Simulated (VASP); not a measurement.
# SrTiO3 (Pm-3m) in VASP: single point with PBE

Aim: the single point of SrTiO3 with PBE.

All numbers are computed with VASP 6.6.1; they aren't measurements. Logs are shortened: lines on timing, memory, paths and dates and some standing lists are left out, and cuts for length are marked.

## Step 1: The cell of the first run

Symmetry: Pm-3m, No. 221, cubic system. The conventional cell has a = 3.936 Å, b = 3.936 Å, c = 3.936 Å, α = 90.00°, β = 90.00°, γ = 90.00°. Within 3.7 Å of Sr (site symmetry m-3m) lie 12 O at 2.78 Å and 8 Ti at 3.41 Å. Ti (site symmetry m-3m) has 6 O at 1.97 Å within 2.6 Å. Within 2.6 Å of O (site symmetry 4/mmm) lie 2 Ti at 1.97 Å.

## Step 2: Single point, PBE

POSCAR reads:

```
SrTiO3
1.0
    3.9364041143      0.0000000000      0.0000000000
    0.0000000000      3.9364041143      0.0000000000
    0.0000000000      0.0000000000      3.9364041143
Sr Ti O
1 1 3
Direct
    0.5000000000      0.5000000000      0.5000000000
    0.0000000000      0.0000000000      0.0000000000
    0.5000000000      0.0000000000      0.0000000000
    0.0000000000      0.5000000000      0.0000000000
    0.0000000000      0.0000000000      0.5000000000
```

INCAR.step1 reads:

```
SYSTEM = SrTiO3
PREC     = Accurate       ! precision mode
ENCUT    = 520            ! plane-wave cutoff, eV
EDIFF    = 1E-6           ! SCF threshold, eV
ISMEAR   = 0              ! smearing method
SIGMA    = 0.02           ! smearing width, eV
LREAL    = .False.        ! projectors in reciprocal space
LASPH    = .True.         ! aspherical terms in the spheres
NELM     = 80             ! most SCF steps
ALGO     = Normal         ! electronic algorithm
ISIF     = 2              ! what is computed and relaxed
LWAVE    = .False.        ! write WAVECAR
LCHARG   = .True.         ! write CHGCAR
LMAXMIX  = 4              ! l up to which the mixer works
GGA      = PE             ! functional
NBANDS   = 28             ! bands
```

KPOINTS.step1 reads:

```
Automatic mesh
0
Gamma
  8 8 8
  0 0 0
```

INCAR.step2 reads:

```
SYSTEM = SrTiO3
PREC     = Accurate       ! precision mode
ENCUT    = 520            ! plane-wave cutoff, eV
EDIFF    = 1E-6           ! SCF threshold, eV
ISMEAR   = -5             ! smearing method
SIGMA    = 0.02           ! smearing width, eV
LREAL    = .False.        ! projectors in reciprocal space
LASPH    = .True.         ! aspherical terms in the spheres
NELM     = 80             ! most SCF steps
ALGO     = Normal         ! electronic algorithm
ISIF     = 2              ! what is computed and relaxed
LWAVE    = .False.        ! write WAVECAR
LCHARG   = .False.        ! write CHGCAR
LMAXMIX  = 4              ! l up to which the mixer works
GGA      = PE             ! functional
LORBIT   = 11             ! projections on sites
NEDOS    = 1001           ! points of the DOS
ICHARG   = 11             ! starting density
```

KPOINTS.step2 reads:

```
Automatic mesh
0
Gamma
  12 12 12
  0 0 0
```

Potentials or basis: VASP PAW PBE potentials, release 64 (Sr_sv, Ti_sv, O).

Command:

```bash
> cat potpaw_PBE.64/Sr_sv/POTCAR potpaw_PBE.64/Ti_sv/POTCAR potpaw_PBE.64/O/POTCAR > POTCAR
> cp INCAR.step1 INCAR
> cp KPOINTS.step1 KPOINTS
> mpirun -np 1 vasp_std > vasp.out
> cp INCAR.step2 INCAR
> cp KPOINTS.step2 KPOINTS
> mpirun -np 1 vasp_std > vasp.out
```

OUTCAR:

```text
SYSTEM = SrTiO3
   PREC = Accurate
   ENCUT = 520
   EDIFF = 1E-6
   ISMEAR = -5
   LREAL = .False.
   LASPH = .True.
   NELM = 80
   ISIF = 2
   GGA = PE
   LORBIT = 11
   ICHARG = 11

 ion  position               nearest neighbor table
   1  0.500  0.500  0.500-   3 2.78   4 2.78   5 2.78   3 2.78   4 2.78   3 2.78   5 2.78   3 2.78
                             4 2.78   5 2.78   4 2.78   5 2.78   2 3.41   2 3.41   2 3.41   2 3.41
   2  0.000  0.000  0.000-   3 1.97   4 1.97   5 1.97   5 1.97   4 1.97   3 1.97   1 3.41   1 3.41
                             1 3.41   1 3.41   1 3.41   1 3.41   1 3.41   1 3.41
   3  0.500  0.000  0.000-   2 1.97   2 1.97   1 2.78   1 2.78   1 2.78   1 2.78
   4  0.000  0.500  0.000-   2 1.97   2 1.97   1 2.78   1 2.78   1 2.78   1 2.78
   5  0.000  0.000  0.500-   2 1.97   2 1.97   1 2.78   1 2.78   1 2.78   1 2.78

  LATTYP: Found a simple cubic cell.
 ALAT       =     3.9364041143

  Lattice vectors:

 A1 = (   3.9364041143,   0.0000000000,   0.0000000000)
 A2 = (   0.0000000000,   3.9364041143,   0.0000000000)
 A3 = (   0.0000000000,   0.0000000000,   3.9364041143)

Analysis of symmetry for initial positions (statically):
=====================================================================
 Subroutine PRICEL returns:
 Original cell was already a primitive cell.

 Routine SETGRP: Setting up the symmetry group for a
 simple cubic supercell.

 Subroutine GETGRP returns: Found 48 space group operations
 (whereof 48 operations were pure point group operations)
 out of a pool of 48 trial point group operations.

The static configuration has the point symmetry O_h .

Analysis of symmetry for dynamics (positions and initial velocities):
=====================================================================
 Subroutine PRICEL returns:
 Original cell was already a primitive cell.

 Routine SETGRP: Setting up the symmetry group for a
 simple cubic supercell.

 Subroutine GETGRP returns: Found 48 space group operations
 (whereof 48 operations were pure point group operations)
 out of a pool of 48 trial point group operations.

The dynamic configuration has the point symmetry O_h .

 Subroutine INISYM returns: Found 48 space group operations
 (whereof 48 operations are pure point group operations),
 and found     1 'primitive' translations

----------------------------------------------------------------------------------------

                                     Primitive cell

  volume of cell :      60.9957

  direct lattice vectors                    reciprocal lattice vectors
     3.936404114  0.000000000  0.000000000     0.254038958  0.000000000  0.000000000
     0.000000000  3.936404114  0.000000000     0.000000000  0.254038958  0.000000000
     0.000000000  0.000000000  3.936404114     0.000000000  0.000000000  0.254038958

  length of vectors
     3.936404114  3.936404114  3.936404114     0.254038958  0.254038958  0.254038958

  position of ions in fractional coordinates (direct lattice)
     0.500000000  0.500000000  0.500000000
     0.000000000  0.000000000  0.000000000
     0.500000000  0.000000000  0.000000000
     0.000000000  0.500000000  0.000000000
     0.000000000  0.000000000  0.500000000

  ion indices of the primitive-cell ions
   primitive index   ion index
                 1           1
                 2           2
                 3           3
                 4           4
                 5           5

----------------------------------------------------------------------------------------

 KPOINTS: Automatic mesh

Automatic generation of k-mesh.
 Grid dimensions read from file:
 generate k-points for:   12   12   12

 Generating k-lattice:

  Cartesian coordinates                     Fractional coordinates (reciprocal lattice)
     0.021169913  0.000000000  0.000000000     0.083333333  0.000000000  0.000000000
     0.000000000  0.021169913  0.000000000     0.000000000  0.083333333  0.000000000
     0.000000000  0.000000000  0.021169913     0.000000000  0.000000000  0.083333333

  Length of vectors
     0.021169913  0.021169913  0.021169913

  Shift w.r.t. Gamma in fractional coordinates (k-lattice)
     0.000000000  0.000000000  0.000000000

 TETIRR: Found    854 inequivalent tetrahedra from    10368

 Subroutine IBZKPT returns following result:
 ===========================================

 Found     84 irreducible k-points:

 Following reciprocal coordinates:
            Coordinates               Weight
  0.000000  0.000000  0.000000      1.000000
  0.083333  0.000000  0.000000      6.000000
  0.166667  0.000000  0.000000      6.000000
  0.250000  0.000000  0.000000      6.000000
  0.333333  0.000000  0.000000      6.000000
  0.416667  0.000000  0.000000      6.000000
[... 16 lines left out ...]
  0.333333  0.333333  0.000000     12.000000
  0.416667  0.333333  0.000000     24.000000
 [... further k-points ...]
   k-points           NKPTS =     84   k-points in BZ     NKDIM =     84   number of bands    NBANDS=     24
   number of dos      NEDOS =   1001   number of ions     NIONS =      5
   total plane-waves  NPLWV =  27000
   dimension x,y,z NGX =    30 NGY =   30 NGZ =   30
   dimension x,y,z NGXF=    60 NGYF=   60 NGZF=   60
   ions per type =               1   1   3
   NGX,Y,Z   is equivalent  to a cutoff of  12.67, 12.67, 12.67 a.u.
   NGXF,Y,Z  is equivalent  to a cutoff of  25.34, 25.34, 25.34 a.u.
 SYSTEM =  SrTiO3
   PREC   = accura    normal or accurate (medium, high low for compatibility)
   ISTART =      0    job   : 0-new  1-cont  2-samecut
   ICHARG =     11    charge: 1-file 2-atom 10-const
   ISPIN  =      1    spin polarized calculation?
   LNONCOLLINEAR =      F non collinear calculations
   LSORBIT =      F    spin-orbit coupling
   LASPH  =      T    aspherical Exc in radial PAW
   ENCUT  =  520.0 eV  38.22 Ry    6.18 a.u.   7.32  7.32  7.32*2*pi/ulx,y,z
   NELM   =     80;   NELMIN=  2; NELMDL=  0     # of ELM steps
   EDIFF  = 0.1E-05   stopping-criterion for ELM
   LREAL  =      F    real-space projection
   EDIFFG = 0.1E-04   stopping-criterion for IOM
   NSW    =      0    number of steps for IOM
   IBRION =     -1    ionic relax: 0-MD 1-quasi-New 2-CG
   NFREE  =      0    steps in history (QN), initial steepest desc. (CG)
   ISIF   =      2    stress and relaxation
   ISYM   =      2    0-nonsym 1-usesym 2-fastsym
   POTIM  = 0.5000    time-step for ionic-motion
   TEBEG  =    0.0;   TEEND  =   0.0 temperature during run
   PSTRESS=    0.0 pullay stress
   NELECT =      40.0000    total number of electrons
   NUPDOWN=      -1.0000    fix difference up-down
   EMIN   =  10.00;   EMAX   =-10.00  energy-range for DOS
   EFERMI =   0.00;   METHOD = LEGACY
   ISMEAR =    -5;   SIGMA  =   0.02  broadening in eV -4-tet -1-fermi 0-gaus
   EFERMI_NEDOS =   21; number of points for ismear=-14 and -15
   IALGO  =     38    algorithm
   IMIX   =      4    mixing-type and parameters
     AMIX     =   0.40;   BMIX     =  1.00
     AMIX_MAG =   1.60;   BMIX_MAG =  1.00
  volume/ion in A,a.u.               =      12.20        82.32
  Fermi-wavevector in a.u.,A,eV,Ry     =   1.422313  2.687782 27.524232  2.022974
  Thomas-Fermi vector in A             =   2.543030
   LORBIT       =     11    0 simple, 1 ext, 2 COOP (PROOUT), +10 PAW based schemes
   GGA     = PE    functional components
   LHFCALC =     F    Hartree Fock is set to
   AEXX    =    0.0000 exact exchange contribution
   IVDW    =     0    specifies the selected vdW correction
   LEPSILON=     F    determine dielectric tensor
   LRPA    =     F    only Hartree local field effects (RPA)
 non-spin polarized calculation
 Fermi weights with tetrahedron method with Bloechl corrections
  energy-cutoff  :      520.00
  volume of cell :       61.00
 maximum number of plane-waves:      1671
 NGX is ok and might be reduce to    30

 number of electron      39.9999990 magnetization

 Free energy of the ion-electron system (eV)
  ---------------------------------------------------
  ext. energy  EPLUGINS =         0.00000000
  ---------------------------------------------------
  free energy    TOTEN  =       -40.10331030 eV

  energy without entropy =      -40.10331030  energy(sigma->0) =      -40.10331030

 E-fermi :   3.9918     XC(G=0): -11.1445

 val. band max:        3.9703741134   @ k =   0.5000   0.5000   0.5000
 cond. band min:       5.7818896262   @ k =   0.0000   0.0000   0.0000
 fundamental gap:      1.8115155128
 Fermi energy:         3.9918161481

 k-point     1 :       0.0000    0.0000    0.0000
  band No.  band energies     occupation
      1     -52.5920      2.00000
      2     -28.8945      2.00000
      3     -28.8231      2.00000
      4     -28.8231      2.00000
      5     -28.8231      2.00000
      6     -13.3706      2.00000
[... 16 lines left out ...]
     23       5.7819      0.00000
     24       8.1079      0.00000

 k-point     2 :       0.0833    0.0000    0.0000
  band No.  band energies     occupation
      1     -52.5919      2.00000
      2     -28.9025      2.00000
      3     -28.8229      2.00000
      4     -28.8229      2.00000
      5     -28.8179      2.00000
      6     -13.3716      2.00000
[... 16 lines left out ...]
     23       5.9427      0.00000
     24       8.1090      0.00000
[... 565 lines left out ...]
     23       7.6306      0.00000
     24       8.9058      0.00000

 k-point    24 :       0.4167    0.3333    0.0000
  band No.  band energies     occupation
      1     -52.5897      2.00000
      2     -28.9256      2.00000
      3     -28.8708      2.00000
      4     -28.8188      2.00000
      5     -28.8151      2.00000
      6     -13.0933      2.00000
[... 16 lines left out ...]
     23       7.8127      0.00000
     24       8.9563      0.00000

 [... further k-points ...]

------------------------ aborting loop because EDIFF is reached ----------------------------------------

  FORCE on cell =-STRESS in cart. coord.  units (eV):
  Direction    XX          YY          ZZ          XY          YZ          ZX
  --------------------------------------------------------------------------------------
  -------------------------------------------------------------------------------------
  Total        0.2370499      0.2370499      0.2370499      0.0000000     -0.0000000      0.0000000
  in kB        6.2266040      6.2266040      6.2266040      0.0000000     -0.0000000      0.0000000
  external PRESSURE =       6.2266040 kB  Pullay stress =       0.0000000 kB

 VOLUME and BASIS-vectors are now :
 -----------------------------------------------------------------------------
  energy-cutoff  :      520.00
  volume of cell :       61.00
      direct lattice vectors                 reciprocal lattice vectors
     3.936404114  0.000000000  0.000000000     0.254038958  0.000000000  0.000000000
     0.000000000  3.936404114  0.000000000     0.000000000  0.254038958  0.000000000
     0.000000000  0.000000000  3.936404114     0.000000000  0.000000000  0.254038958

 POSITION                                       TOTAL-FORCE (eV/Angst)
 -----------------------------------------------------------------------------------
      1.96820      1.96820      1.96820         0.000000      0.000000      0.000000
      0.00000      0.00000      0.00000         0.000000      0.000000      0.000000
      1.96820      0.00000      0.00000         0.000000      0.000000      0.000000
      0.00000      1.96820      0.00000         0.000000      0.000000      0.000000
      0.00000      0.00000      1.96820         0.000000      0.000000      0.000000
 -----------------------------------------------------------------------------------
    total drift:                                0.000000     -0.000000      0.000000

  FREE ENERGIE OF THE ION-ELECTRON SYSTEM (eV)
  ---------------------------------------------------
  free  energy   TOTEN  =       -40.1033103026 eV

  energy  without entropy=      -40.1033103026  energy(sigma->0) =      -40.10331030

 total charge

# of ion       s       p       d       tot
------------------------------------------
    1        1.997   5.792   0.192   7.982
    2        2.224   6.303   1.733  10.259
    3        1.564   3.481   0.000   5.045
    4        1.564   3.481   0.000   5.045
    5        1.564   3.481   0.000   5.045
--------------------------------------------------
tot          8.912  22.538   1.925  33.375
```

It took 78 s on 1 thread of AMD EPYC 9R45 (Zen 5), shared host; peak memory 0.22 GiB.

Results:

```yaml
Valence_electrons_inside_the_program's_atomic_spheres: Sr 7.98; Ti 10.26; O 5.04
```
